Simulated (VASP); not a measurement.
Input of a VASP 6.6.1 run:

INCAR

```
SYSTEM = MgS
PREC = Accurate
ENCUT = 520
EDIFF = 1E-8
ISMEAR = 0
SIGMA = 0.01
LREAL = .FALSE.
LASPH = .TRUE.
NELM = 60
ALGO = Normal
ISIF = 2
LWAVE = .FALSE.
LCHARG = .FALSE.
GGA = PS
LEPSILON = .TRUE.
```

Contents of KPOINTS:

```
Automatic mesh
0
G
  8 8 8
  0 0 0
```

POSCAR

```
MgS
1.0
    0.0000000000      2.6016500000      2.6016500000
    2.6016500000      0.0000000000      2.6016500000
    2.6016500000      2.6016500000      0.0000000000
S Mg
1 1
Direct
    0.5000000000      0.5000000000      0.5000000000
    0.0000000000      0.0000000000      0.0000000000
```

Potentials or basis: VASP PAW PBE potentials, release 64 (S, Mg).

Run with:

```sh
$ cat potpaw_PBE.64/S/POTCAR potpaw_PBE.64/Mg/POTCAR > POTCAR
$ mpirun -np 1 vasp_std > vasp.out
```

(1) Predict the electronic dielectric tensor (diagonal).

(2) Estimate the Born charges (mean of the diagonal).

(3) Predict the band gap on the k mesh.

Answers

(1) 5.52.

(2) S -2.32; Mg +2.32 e.

(3) 2.70 eV, indirect (least direct gap 3.59 eV).
